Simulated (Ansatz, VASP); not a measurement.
# Al in VASP and in Ansatz

Contents of INCAR:

```
PREC = Accurate ; ENCUT = 600
EDIFF = 1E-6 ; ISMEAR = -1
SIGMA = 0.15 ; LREAL = F
LASPH = T ; NELM = 60
ALGO = Fast ; ISIF = 3
LWAVE = F ; LCHARG = F
GGA = PE ; IBRION = 2
NSW = 80 ; EDIFFG = -0.001
```

KPOINTS

```
Automatic mesh
0
Gamma
  18 18 4
```

Contents of POSCAR:

```
Al
1.0
    2.8566274744     -0.0000000029      0.0000000000
   -1.4283137347      2.4739119634      0.0000000000
    0.0000000000      0.0000000000     14.1293201865
Al
6
Direct
    0.0000000000      0.0000000000      0.0000000000
    0.6666666667      0.3333333333      0.8332949733
    0.0000000000      0.0000000000      0.6666160135
    0.6666666667      0.3333333333      0.5000000000
    0.0000000000      0.0000000000      0.3333839865
    0.6666666667      0.3333333333      0.1667050267
```

Input for Ansatz:

```yaml
crystal:
  lattice:
    - [2.8566274744, -2.9e-09, 0.0]
    - [-1.4283137347, 2.4739119634, 0.0]
    - [0.0, 0.0, 14.1293201865]
  atoms:
    - { symbol: Al, position: [0.0, 0.0, 0.0] }
    - { symbol: Al, position: [0.6666666667, 0.3333333333, 0.8332949733] }
    - { symbol: Al, position: [0.0, 0.0, 0.6666160135] }
    - { symbol: Al, position: [0.6666666667, 0.3333333333, 0.5] }
    - { symbol: Al, position: [0.0, 0.0, 0.3333839865] }
    - { symbol: Al, position: [0.6666666667, 0.3333333333, 0.1667050267] }
basis:
  ecutwfc: 420
kpoints:
  mp_grid: { grid: [18, 18, 4] }
hamiltonian:
  xc: pbe
scf:
  occupations: { method: fermi_dirac, width: 0.15 }
output:
  forces: true
  stress: true
  eigenvalues: true
relax:
  adjacent_minimum: "off"
  f_tol: 0.001
  max_steps: 60
  cell: { stress_tol: 0.01 }
```

Alike in both runs: task relaxation of cell and atoms; functional PBE; k mesh 18 × 18 × 4; occupations fermi-dirac, width 0.15 eV; no spin polarisation.

|  | VASP | Ansatz |
| --- | --- | --- |
| version | VASP 6.6.1 | Ansatz 0.2.0 |
| potentials or method | VASP PAW PBE potentials, release 64 (Al), cutoff 600 eV | scalar-relativistic, plane waves, PAW |
| valence electrons in the cell | 18 | 18 |

Ansatz gave:

- gap on the k mesh at the Fermi level, each at its own relaxed structure (eV): none
- relaxed volume (Å³/atom): 16.66
- relaxed cell length with the largest relative difference (Å): 2.856

Question: Which values does VASP return?

Answer: gap on the k mesh at the Fermi level, each at its own relaxed structure (eV): none; relaxed volume (Å³/atom): 16.65; relaxed cell length with the largest relative difference (Å): 2.854.

A gap of «none» marks a metal or a gap that the smearing closes.

Noted on VASP's run: too few bands were computed for a metal, which touches its energy and stress.
